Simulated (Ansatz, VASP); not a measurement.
# HfC: VASP beside Ansatz

File POSCAR:

```
HfC
1.0
    3.2275016372      0.0000000000      0.0000000000
   -1.6137508186      2.7950985269      0.0000000000
    0.0000000000      0.0000000000      5.0231651381
Hf C
2 2
Direct
    0.6666666667      0.3333333333      0.7500000000
    0.3333333333      0.6666666667      0.2500000000
    0.0000000000      0.0000000000      0.0000000000
    0.0000000000      0.0000000000      0.5000000000
```

Contents of INCAR.step1:

```
SYSTEM = HfC
ALGO = Normal
EDIFF = 1E-4
ENCUT = 520
GGA = PE
ISMEAR = -1
LASPH = .TRUE.
LCHARG = .FALSE.
LREAL = .FALSE.
LWAVE = .TRUE.
NBANDS = 22
NELM = 80
PREC = Accurate
SIGMA = 0.1
```

Contents of INCAR.step2:

```
SYSTEM = HfC
ALGO = Normal
EDIFF = 1E-6
ENCUT = 520
ISIF = 2
ISMEAR = -1
ISTART = 1
LASPH = .TRUE.
LCHARG = .FALSE.
LMIXTAU = .TRUE.
LREAL = .FALSE.
LWAVE = .FALSE.
METAGGA = R2SCAN
NBANDS = 22
NELM = 80
PREC = Accurate
SIGMA = 0.1
```

The input KPOINTS:

```
k-points
0
G
  8 8 5
  0 0 0
```

Input for Ansatz:

```yaml
crystal:
  lattice:
    - [3.227501637159083, 0.0, 0.0]
    - [-1.6137508185795415, 2.7950985268589905, 0.0]
    - [0.0, 0.0, 5.0231651381390945]
  atoms:
    - { symbol: Hf, position: [0.6666666666666666, 0.3333333333333333, 0.75] }
    - { symbol: Hf, position: [0.3333333333333333, 0.6666666666666666, 0.25] }
    - { symbol: C, position: [0.0, 0.0, 0.0] }
    - { symbol: C, position: [0.0, 0.0, 0.5] }
accuracy: low
basis:
  ecutwfc: 761.918814887664
kpoints:
  mp_grid:
    grid: [8, 8, 5]
hamiltonian:
  xc: r2scan
scf:
  mixing:
    algorithm: msr1
    beta: 0.4
    ndim: 12
  occupations:
    method: fermi_dirac
output:
  stress: true
```

Alike in both runs: task single point; functional r2SCAN; k mesh 8 × 8 × 5; no spin polarisation.

|  | VASP | Ansatz |
| --- | --- | --- |
| version | VASP 6.6.1 | Ansatz 0.2.0 |
| potentials or method | VASP PAW PBE potentials, release 64 (Hf_pv, C), cutoff 520 eV | plane waves, PAW |
| occupations | fermi-dirac, width 0.1 eV | fermi-dirac |
| valence electrons in the cell | 28 | 60 |

Ansatz gave:

```
pressure (GPa)                                                : 27.4
traceless stress, the component that is largest in VASP (GPa) : 2.96
```

Problem. What did VASP give for the same quantities?

Solution. Pressure (GPa): 26.8; traceless stress, the component that is largest in VASP (GPa): 3.04.

VASP's potentials were made for PBE, not for r2SCAN. VASP's potentials hold 28 valence electrons a cell and Ansatz's 60, so a difference there can come from the potentials and not from the codes.

Neither program's run includes spin-orbit coupling.
